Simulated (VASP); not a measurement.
# InP (F-43m) in VASP: a series of runs

The runs below take InP through vibrations by perturbation theory, dielectric tensor, elastic constants, with LDA, PBE, PBEsol.

Everything below comes from runs of VASP 6.6.1. Logs are shortened: lines on timing, memory, paths and dates and some standing lists are left out, and cuts for length are marked.

## (1) The cell of the first run

The structure is cubic, space group F-43m (No. 216). The conventional cell has a = 5.861 Å, b = 5.861 Å, c = 5.861 Å, α = 90.00°, β = 90.00°, γ = 90.00°. Within 3.3 Å of In (site symmetry -43m) lie 4 P at 2.54 Å. Within 3.3 Å of P (site symmetry -43m) lie 4 In at 2.54 Å.

## (2) Vibrations by perturbation theory, LDA

Input file INCAR:

```
  PREC = Accurate
  ENCUT = 520
  EDIFF = 1E-8
  ISMEAR = -1
  SIGMA = 0.05
  LREAL = F
  LASPH = T
  NELM = 100
  ALGO = Normal
  ISIF = 2
  LWAVE = F
  LCHARG = F
  IBRION = 8
  NSW = 1
```

Input file KPOINTS:

```
Automatic mesh
0
Gamma
  6 6 6
```

Input file POSCAR:

```
InP
1.0
    0.0000000000      2.9305000000      2.9305000000
    2.9305000000      0.0000000000      2.9305000000
    2.9305000000      2.9305000000      0.0000000000
In P
1 1
Direct
    0.0000000000      0.0000000000      0.0000000000
    0.7500000000      0.7500000000      0.7500000000
```

Potentials or basis: VASP PAW LDA potentials, release 64 (In_d, P).

Started as:

```sh
$ cat potpaw_LDA.64/In_d/POTCAR potpaw_LDA.64/P/POTCAR > POTCAR
$ mpirun -np 1 vasp_std > vasp.out
```

OUTCAR:

```text
PREC = Accurate
   ENCUT = 520
   EDIFF = 1E-8
   ISMEAR = -1
   LREAL = F
   LASPH = T
   NELM = 100
   ISIF = 2
   IBRION = 8
   NSW = 1

 ion  position               nearest neighbor table
   1  0.000  0.000  0.000-   2 2.54   2 2.54   2 2.54   2 2.54
   2  0.750  0.750  0.750-   1 2.54   1 2.54   1 2.54   1 2.54

  LATTYP: Found a face centered cubic cell.
 ALAT       =     5.8610000000

  Lattice vectors:

 A1 = (   0.0000000000,   2.9305000000,   2.9305000000)
 A2 = (   2.9305000000,   0.0000000000,   2.9305000000)
 A3 = (   2.9305000000,   2.9305000000,   0.0000000000)

Analysis of symmetry for initial positions (statically):
=====================================================================
 Subroutine PRICEL returns:
 Original cell was already a primitive cell.

 Routine SETGRP: Setting up the symmetry group for a
 face centered cubic supercell.

 Subroutine GETGRP returns: Found 24 space group operations
 (whereof 24 operations were pure point group operations)
 out of a pool of 48 trial point group operations.

The static configuration has the point symmetry T_d .

Analysis of symmetry for dynamics (positions and initial velocities):
=====================================================================
 Subroutine PRICEL returns:
 Original cell was already a primitive cell.

 Routine SETGRP: Setting up the symmetry group for a
 face centered cubic supercell.

 Subroutine GETGRP returns: Found 24 space group operations
 (whereof 24 operations were pure point group operations)
 out of a pool of 48 trial point group operations.

The dynamic configuration has the point symmetry T_d .

 Subroutine INISYM returns: Found 24 space group operations
 (whereof 24 operations are pure point group operations),
 and found     1 'primitive' translations

----------------------------------------------------------------------------------------

                                     Primitive cell

  volume of cell :      50.3333

  direct lattice vectors                    reciprocal lattice vectors
     0.000000000  2.930500000  2.930500000    -0.170619348  0.170619348  0.170619348
     2.930500000  0.000000000  2.930500000     0.170619348 -0.170619348  0.170619348
     2.930500000  2.930500000  0.000000000     0.170619348  0.170619348 -0.170619348

  length of vectors
     4.144352845  4.144352845  4.144352845     0.295521380  0.295521380  0.295521380

  position of ions in fractional coordinates (direct lattice)
     0.000000000  0.000000000  0.000000000
     0.750000000  0.750000000  0.750000000

  ion indices of the primitive-cell ions
   primitive index   ion index
                 1           1
                 2           2

----------------------------------------------------------------------------------------

 KPOINTS: Automatic mesh

Automatic generation of k-mesh.
 Grid dimensions read from file:
 generate k-points for:    6    6    6

 Generating k-lattice:

  Cartesian coordinates                     Fractional coordinates (reciprocal lattice)
    -0.028436558  0.028436558  0.028436558     0.166666667  0.000000000  0.000000000
     0.028436558 -0.028436558  0.028436558     0.000000000  0.166666667  0.000000000
     0.028436558  0.028436558 -0.028436558     0.000000000  0.000000000  0.166666667

  Length of vectors
     0.049253563  0.049253563  0.049253563

  Shift w.r.t. Gamma in fractional coordinates (k-lattice)
     0.000000000  0.000000000  0.000000000

 Subroutine IBZKPT returns following result:
 ===========================================

 Found     16 irreducible k-points:

 Following reciprocal coordinates:
[... 69 lines left out ...]
 maximum number of plane-waves:      1380
   NGX = 15   NGY = 15   NGZ = 15

--------------------------------------- Ionic step        1  -------------------------------------------

 number of electron      18.0000005 magnetization

 Free energy of the ion-electron system (eV)
  ---------------------------------------------------
  ext. energy  EPLUGINS =         0.00000000
  ---------------------------------------------------
  free energy    TOTEN  =        -9.65678948 eV

  energy without entropy =       -9.65672817  energy(sigma->0) =       -9.65675882

 E-fermi :   5.2975     XC(G=0):  -9.6092

 val. band max:        5.0160004747   @ k =   0.0000   0.0000   0.0000
 cond. band min:       5.5232067531   @ k =   0.0000   0.0000   0.0000
 fundamental gap:      0.5072062783
 Fermi energy:         5.2975177456

 k-point     1 :       0.0000    0.0000    0.0000
  band No.  band energies     occupation
      1      -9.1792      2.00000
      2      -9.1792      2.00000
      3      -9.1792      2.00000
      4      -9.0246      2.00000
      5      -9.0246      2.00000
      6      -6.5306      2.00000
      7       5.0160      1.99285
      8       5.0160      1.99285
      9       5.0160      1.99285
     10       5.5232      0.02168
     11       8.9737      0.00000
     12       8.9737      0.00000
     13       8.9737      0.00000
[... 228 lines left out ...]
      2      -9.1065      2.00000
      3      -9.0814      2.00000
      4      -9.0542      2.00000
      5      -9.0024      2.00000
      6      -4.0437      2.00000
      7      -0.7401      2.00000
      8       2.1560      2.00000
      9       2.1702      2.00000
     10       8.1543      0.00000
     11       8.5198      0.00000
     12      11.6643      0.00000
     13      11.9448      0.00000

------------------------ aborting loop because EDIFF is reached ----------------------------------------

  FORCE on cell =-STRESS in cart. coord.  units (eV):
  Direction    XX          YY          ZZ          XY          YZ          ZX
  --------------------------------------------------------------------------------------
  -------------------------------------------------------------------------------------
  Total       -0.3716245     -0.3716245     -0.3716245     -0.0000000      0.0000000     -0.0000000
  in kB      -11.8293199    -11.8293199    -11.8293199     -0.0000000      0.0000000     -0.0000000
  external PRESSURE =     -11.8293199 kB  Pullay stress =       0.0000000 kB

 VOLUME and BASIS-vectors are now :
 -----------------------------------------------------------------------------
  energy-cutoff  :      520.00
  volume of cell :       50.33
      direct lattice vectors                 reciprocal lattice vectors
     0.000000000  2.930500000  2.930500000    -0.170619348  0.170619348  0.170619348
     2.930500000  0.000000000  2.930500000     0.170619348 -0.170619348  0.170619348
     2.930500000  2.930500000  0.000000000     0.170619348  0.170619348 -0.170619348

 POSITION                                       TOTAL-FORCE (eV/Angst)
 -----------------------------------------------------------------------------------
      0.00000      0.00000      0.00000         0.000000      0.000000      0.000000
      4.39575      4.39575      4.39575        -0.000000     -0.000000     -0.000000
 -----------------------------------------------------------------------------------
    total drift:                                0.000000      0.000000     -0.000000

  FREE ENERGIE OF THE ION-ELECTRON SYSTEM (eV)
  ---------------------------------------------------
  free  energy   TOTEN  =        -9.6567894759 eV

  energy  without entropy=       -9.6567281651  energy(sigma->0) =       -9.65675882

[... ionic steps 2 to 3 ...]

--------------------------------------- Ionic step        4  -------------------------------------------

------------------------ aborting loop because EDIFF is reached ----------------------------------------

[... ionic steps 5 to 6 ...]

--------------------------------------- Ionic step        7  -------------------------------------------

 Free energy of the ion-electron system (eV)
  ---------------------------------------------------
  ---------------------------------------------------
  free energy    TOTEN  =        -0.04913047 eV

  energy without entropy =       -0.04913047

------------------------ aborting loop because EDIFF is reached ----------------------------------------

 INTERNAL STRAIN TENSOR  FOR ION    2  DIRECTION 1   (eV/Angst):
 -----------------------------------------------------------------------------
    -0.02096  0.00000  0.00000
     0.00000  0.01230  7.30559
     0.00000  7.30559  0.01230

 INTERNAL STRAIN TENSOR FOR ION    2 for displacements in x,y,z  (eV/Angst):
          X           Y           Z          XY          YZ          ZX
  --------------------------------------------------------------------------------
  x    -0.00000     0.00000     0.00000     0.00000     7.30559     0.00000
  y     0.00000     0.00000     0.00000     0.00000     0.00000     7.30559
  z     0.00000     0.00000    -0.00000     7.30559     0.00000     0.00000

 SECOND DERIVATIVES (NOT SYMMETRIZED)
 ------------------------------------
               1X          1Y          1Z          2X          2Y          2Z
  1X    -7.912045    0.000000    0.000000    7.912045    0.000000    0.000000
  1Y     0.000000   -7.912045    0.000000    0.000000    7.912045    0.000000
  1Z     0.000000    0.000000   -7.912045    0.000000    0.000000    7.912045
  2X     7.876730    0.000000    0.000000   -7.876730    0.000000    0.000000
  2Y     0.000000    7.876730    0.000000    0.000000   -7.876730    0.000000
  2Z     0.000000    0.000000    7.876730    0.000000    0.000000   -7.876730

 Eigenvectors and eigenvalues of the dynamical matrix
 ----------------------------------------------------

   1 f  =    8.887775 THz    55.843535 2PiTHz  296.464252 cm-1    36.756866 meV
             X         Y         Z           dx          dy          dz
      0.000000  0.000000  0.000000    -0.461736    0.000000    0.000000
      4.395750  4.395750  4.395750     0.887017    0.000000    0.000000
[... 21 lines left out ...]
   6 f/i=    0.008142 THz     0.051157 2PiTHz    0.271584 cm-1     0.033672 meV
             X         Y         Z           dx          dy          dz
      0.000000  0.000000  0.000000     0.000000    0.000000    0.887017
      4.395750  4.395750  4.395750     0.000000    0.000000    0.461736

--------------------------------------------------------------------------------------------------------

 ELASTIC MODULI CONTR FROM IONIC RELAXATION (kBar)
 Direction    XX          YY          ZZ          XY          YZ          ZX
 --------------------------------------------------------------------------------
 XX          -0.0000     -0.0000      0.0000     -0.0000      0.0000     -0.0000
 YY          -0.0000     -0.0000     -0.0000     -0.0000     -0.0000     -0.0000
 ZZ           0.0000     -0.0000     -0.0000      0.0000     -0.0000     -0.0000
 XY          -0.0000     -0.0000      0.0000   -211.6924     -0.0000      0.0000
 YZ           0.0000     -0.0000     -0.0000     -0.0000   -211.6924     -0.0000
 ZX          -0.0000     -0.0000     -0.0000      0.0000     -0.0000   -211.6924
 --------------------------------------------------------------------------------
```

It took 42 s on 1 thread of Intel Xeon 6975P-C (Granite Rapids), shared host; peak memory 0.22 GiB.

What came out:

| Quantity | Value |
| --- | --- |
| Highest phonon frequency at Γ, LO-TO splitting left out | 296 cm⁻¹ |

Phonon frequencies in cm⁻¹ (negative: imaginary):
| q point | frequencies |
| --- | --- |
| (0.000, 0.000, 0.000) | 0 0 0 296 296 296 |

Caveat: the cell wasn't relaxed at this level first, which shifts response properties; spin-orbit coupling is left out, which moves the levels of the heavy elements.

## (3) Vibrations by perturbation theory, PBE

Input file INCAR:

```
SYSTEM = InP
  PREC = Accurate
  ENCUT = 520
  EDIFF = 1E-8
  ISMEAR = 0
  SIGMA = 0.01
  LREAL = .FALSE.
  LASPH = .TRUE.
  NELM = 100
  ALGO = Normal
  ISIF = 2
  LWAVE = .FALSE.
  LCHARG = .FALSE.
  GGA = PE
  IBRION = 8
  NSW = 1
  LEPSILON = .TRUE.
```

Input file KPOINTS:

```
Automatic mesh
0
G
  8 8 8
  0 0 0
```

POSCAR is that of step 2.

Potentials or basis: VASP PAW PBE potentials, release 64 (In_d, P).

Started as:

```sh
$ cat potpaw_PBE.64/In_d/POTCAR potpaw_PBE.64/P/POTCAR > POTCAR
$ mpirun -np 1 vasp_std > vasp.out
```

OUTCAR:

```text
SYSTEM = InP
   PREC = Accurate
   ENCUT = 520
   EDIFF = 1E-8
   ISMEAR = 0
   LREAL = .FALSE.
   LASPH = .TRUE.
   NELM = 100
   ISIF = 2
   GGA = PE
   IBRION = 8
   NSW = 1
   LEPSILON = .TRUE.

 ion  position               nearest neighbor table
   1  0.000  0.000  0.000-   2 2.54   2 2.54   2 2.54   2 2.54
   2  0.750  0.750  0.750-   1 2.54   1 2.54   1 2.54   1 2.54

  LATTYP: Found a face centered cubic cell.
[... 713 lines left out ...]
      4.395750  4.395750  4.395750     0.000000    0.000000    0.887055
[... 21 lines left out ...]
   6 f/i=    0.007554 THz     0.047463 2PiTHz    0.251976 cm-1     0.031241 meV
             X         Y         Z           dx          dy          dz
      0.000000  0.000000  0.000000    -0.048641   -0.880743    0.093768
      4.395750  4.395750  4.395750    -0.025315   -0.458378    0.048801

--------------------------------------------------------------------------------------------------------

 MACROSCOPIC STATIC DIELECTRIC TENSOR IONIC CONTRIBUTION
 ------------------------------------------------------
           3.052814     0.000000     0.000000
           0.000000     3.052814    -0.000000
           0.000000    -0.000000     3.052814
 ------------------------------------------------------

 ELASTIC MODULI CONTR FROM IONIC RELAXATION (kBar)
 Direction    XX          YY          ZZ          XY          YZ          ZX
 --------------------------------------------------------------------------------
 XX          -0.0000     -0.0000     -0.0000     -0.0000     -0.0000     -0.0000
 YY          -0.0000     -0.0000     -0.0000     -0.0000     -0.0000     -0.0000
 ZZ          -0.0000     -0.0000     -0.0000     -0.0000     -0.0000     -0.0000
 XY          -0.0000     -0.0000     -0.0000   -271.7840      0.0000      0.0000
 YZ          -0.0000     -0.0000     -0.0000      0.0000   -271.7840      0.0000
 ZX          -0.0000     -0.0000     -0.0000      0.0000      0.0000   -271.7840
 --------------------------------------------------------------------------------

 PIEZOELECTRIC TENSOR IONIC CONTR  for field in x, y, z        (C/m^2)
          XX          YY          ZZ          XY          YZ          ZX
  --------------------------------------------------------------------------------
  x    -0.00000    -0.00000    -0.00000    -0.00000    -0.85711    -0.00000
  y    -0.00000    -0.00000    -0.00000    -0.00000     0.00000    -0.85711
  z    -0.00000    -0.00000    -0.00000    -0.85711     0.00000     0.00000
```

stdout:

```text
POSCAR found type information on POSCAR InP
 POSCAR found :  2 types and       2 ions
 scaLAPACK will be used
 LDA part: xc-table for (Slater+PW92), standard interpolation
 POSCAR, INCAR and KPOINTS ok, starting setup
 FFT: planning ... GRIDC
 FFT: planning ... GRID_SOFT
 FFT: planning ... GRID
 WAVECAR not read
 entering main loop
[... 23 lines left out ...]
  Direction:   3
 dielectric tensor                  component  3 :     2.690     2.147    14.633
 Linear response DOF=           2
 Linear response progress:
 first order change of Fermi-energy  -0.99105E-01
 force on displaced ion       1 direction 1 :  -8.222   0.000   0.000
 Born effective charge ion    1 direction 1 :   2.565   0.000   0.000
 Linear response progress:
 first order change of Fermi-energy   0.99256E-01
 force on displaced ion       2 direction 1 :  -8.188   0.000   0.000
 Born effective charge ion    2 direction 1 :  -2.709   0.000   0.000
 Born effective charges drift removed
 Linear response finished
```

Wall time 7.8 min (1 thread of Intel Xeon Platinum 8259CL at 2.50GHz (Skylake/Cascade Lake), shared host); peak memory 0.33 GiB.

Results:

```
Electronic dielectric tensor (diagonal)                 : 14.63
Born charges (mean of the diagonal)                     : In +2.64; P -2.64 e
Highest phonon frequency at Γ, LO-TO splitting left out : 302 cm⁻¹
```

Phonon frequencies in cm⁻¹ (negative: imaginary):
```tsv
q point	frequencies
(0.000, 0.000, 0.000)	0 0 0 302 302 302
```

Electronic dielectric tensor:
```
14.63  0.00  0.00
 0.00 14.63  0.00
 0.00  0.00 14.63
```

Born effective charge tensors (e):
atom 1, In
```
2.64 0.00 0.00
0.00 2.64 0.00
0.00 0.00 2.64
```
atom 2, P
```
-2.64  0.00  0.00
 0.00 -2.64  0.00
 0.00  0.00 -2.64
```

Caveat: the cell wasn't relaxed at this level first, which shifts response properties; spin-orbit coupling is left out, which moves the levels of the heavy elements.

[end of part 1 of 2]
